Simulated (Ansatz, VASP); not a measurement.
# Two plane-wave programs on Be2S

```
Be S
1.0
     3.32909    0.00000    0.00000
     0.00000    3.23792    0.00000
     0.00000    0.00000   16.75659
Be S
8 4
Cartesian
  0.7818 2.4284 3.1994
  0.8827 0.8095 11.5777
  2.5472 2.4284 11.7813
  2.4464 0.8095 3.4030
  2.4464 2.4284 5.1789
  2.5473 0.8095 13.5572
  0.7819 0.8095 4.9753
  0.8827 2.4284 13.3536
  0.8827 0.8095 14.7733
  0.7818 2.4284 6.3950
  2.5473 0.8095 10.3615
  2.4464 2.4284 1.9832
```

Alike in both runs: functional PBE; k mesh 10 × 10 × 2; occupations gaussian, width 0.1 eV; no spin polarisation.

Ansatz relaxed the structure, and its values are those at the end. VASP's run is a single point on that final structure, the one shown.

|  | VASP | Ansatz |
| --- | --- | --- |
| version | VASP 6.6.1 | Ansatz 0.2.0 |
| potentials or method | VASP PAW PBE potentials, release 64 (Be, S), cutoff 520 eV | scalar-relativistic, plane waves, PAW |
| valence electrons in the cell | 40 | 40 |

```tsv
	VASP	Ansatz	Ansatz less VASP
gap on the k mesh at the Fermi level (eV)	none	none	-
pressure (GPa)	0.0	0.0	+0.04
```

A gap of «none» marks a metal or a gap that the smearing closes.
